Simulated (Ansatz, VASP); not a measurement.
# Zr3Cd2 in VASP and in Ansatz

```
CELL_PARAMETERS angstrom
5.59457 0.00000 0.00000
0.00000 5.21179 0.00000
0.00000 0.00000 5.59603
ATOMIC_POSITIONS crystal
Zr 0.00000 0.00000 0.50000
Zr 0.50000 0.00000 0.00000
Zr 0.00000 0.00000 0.00000
Cd 0.50000 0.50000 0.50000
Cd 0.50000 0.00000 0.50000
```

Alike in both runs: functional PBE; k mesh 8 × 6 × 6; occupations gaussian, width 0.1 eV; no spin polarisation.

Ansatz relaxed the structure, and its values are those at the end. VASP's run is a single point on that final structure, the one shown.

```csv
,VASP,Ansatz
version,VASP 6.6.1,Ansatz 0.2.0
potentials or method,"VASP PAW PBE potentials, release 64 (Zr_sv, Cd), cutoff 520 eV","scalar-relativistic, plane waves, PAW"
valence electrons in the cell,60,76
```

|  | VASP | Ansatz | Ansatz less VASP |
| --- | --- | --- | --- |
| gap on the k mesh at the Fermi level (eV) | none | none | - |
| pressure (GPa) | 0.2 | 0.0 | -0.17 |

A gap of «none» marks a metal or a gap that the smearing closes. VASP's potentials hold 60 valence electrons a cell and Ansatz's 76, so a difference there can come from the potentials and not from the codes.
